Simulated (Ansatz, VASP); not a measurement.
Two plane-wave programs on ZrSc2N3

```
CELL_PARAMETERS angstrom
5.64098 0.00000 0.00000
-2.82049 4.88523 0.00000
0.00000 0.00000 2.89154
ATOMIC_POSITIONS crystal
Zr 0.00000 0.00000 0.00000
Sc 0.33333 0.66667 0.00000
Sc 0.66667 0.33333 0.00000
N 0.50000 0.00000 0.50000
N 0.50000 0.50000 0.50000
N 0.00000 0.50000 0.50000
```

Alike in both runs: functional PBE; k mesh 12 × 12 × 12; occupations gaussian, width 0.1 eV; no spin polarisation.

Ansatz relaxed the structure, and its values are those at the end. VASP's run is a single point on that final structure, the one shown.

|  | VASP | Ansatz |
| --- | --- | --- |
| version | VASP 6.6.1 | Ansatz 0.2.0 |
| potentials or method | VASP PAW PBE potentials, release 64 (Zr_sv, Sc_sv, N), cutoff 520 eV | scalar-relativistic, plane waves, PAW |
| valence electrons in the cell | 49 | 49 |

|  | VASP | Ansatz | Ansatz less VASP |
| --- | --- | --- | --- |
| gap on the k mesh at the Fermi level (eV) | none | none | - |
| pressure (GPa) | 0.7 | 0.0 | -0.69 |

A gap of «none» marks a metal or a gap that the smearing closes.
